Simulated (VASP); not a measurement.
Li:

```
Li
1.0
     3.45000    0.00000    0.00000
     0.00000    3.45000    0.00000
     0.00000    0.00000    3.45000
Li
2
Direct
  0.00000 0.00000 0.00000
  0.50000 0.50000 0.50000
```

```yaml
Program: VASP 6.6.1
Task: relaxation of cell and atoms
Functional: LDA
Potentials_or_basis: VASP PAW LDA potentials, release 64 (Li_sv)
Cutoff: 600 eV
k_mesh: 20 × 20 × 20
Occupations: methfessel-paxton, width 0.1 eV
Spin: no spin polarisation
```

At the start: pressure -1.2 GPa; volume 20.53 Å³/atom.

Task: How do energy, volume and symmetry change on relaxing?

Result: Over 4 steps the energy falls by 6.9 meV/atom and the volume is 18.73 Å³/atom (-8.8 %); space group Im-3m (No. 229, to 0.05 Å).

The path:
```
step  energy change (eV)  largest force (eV/Å)  pressure (GPa)  volume (Å³)
   1              0.0000                0.0000           -1.15        41.06
   2             -0.0056                0.0000           -0.91        40.19
   3             -0.0132                0.0000           -0.24        38.13
   4             -0.0137                0.0000            0.02        37.46
```

Final structure:
```cif
data_structure
_symmetry_space_group_name_H-M 'P 1'
_symmetry_Int_Tables_number 1
_cell_length_a 3.3458
_cell_length_b 3.3458
_cell_length_c 3.3458
_cell_angle_alpha 90.000
_cell_angle_beta 90.000
_cell_angle_gamma 90.000
_cell_volume 37.46
loop_
_atom_site_label
_atom_site_type_symbol
_atom_site_fract_x
_atom_site_fract_y
_atom_site_fract_z
_atom_site_occupancy
Li1 Li 0.00000 0.00000 0.00000 1
Li2 Li 0.50000 0.50000 0.50000 1
```

Caveat: the cutoff is under 1.25 times the usual one of these potentials, so pressure, stress and relaxed cells hold a basis-set (Pulay) error.
